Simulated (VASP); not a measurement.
**TiO2: single point with PBE-based screened hybrid with 5 % exact exchange**

Crystal: TiO2.

```
CELL_PARAMETERS angstrom
0.00000 2.39683 2.39683
2.39683 0.00000 2.39683
2.39683 2.39683 0.00000
ATOMIC_POSITIONS crystal
Ti 0.00000 0.00000 0.00000
O 0.25000 0.25000 0.25000
O 0.75000 0.75000 0.75000
```

* Program: VASP 6.6.1
* Task: single point
* Functional: PBE-based screened hybrid with 5 % exact exchange
* Potentials or basis: VASP PAW PBE potentials, release 64 (Ti_sv, O)
* Cutoff: 520 eV
* k mesh: 4 × 4 × 4
* Occupations: gaussian, width 0.01 eV
* Spin: no spin polarisation
* Dipole correction: no
* Grid for exact exchange (PRECFOCK): Normal
* Share of exact exchange: 0.05
* Further INCAR settings: ALGO = Normal; EDIFF = 1e-06; NBANDS = 19
* Screening parameter: 0.3 1/Å

```json
{
 "Pressure": "4.8 GPa",
 "Band gap on the k mesh": "1.36 eV (least direct gap 2.07 eV)"
}
```

Levels at points of the mesh, in eV from the valence-band top:
```csv
k point,band 10,band 11,band 12,band 13,band 14,band 15
"(0.00, 0.00, 0.00)",-0.90,-0.90,-0.90,1.36,1.36,5.62
"(0.50, 0.00, 0.00)",-3.37,-2.60,-2.60,1.70,1.70,3.06
"(0.50, 0.50, 0.00)",-2.15,-2.15,0.00,2.07,2.09,3.09
```

Wall time 16 min on 1 thread of AMD EPYC 7R43 64-Core Processor (Zen 3), on a shared host, peak memory 0.22 GiB.

Caveat: the k points lie up to 0.57 Å⁻¹ apart; the structure was generated, so it needn't be the stable form of TiO2; the PAW data sets were made with another functional, which shifts forces and pressure a little. A k mesh can miss the band edges.
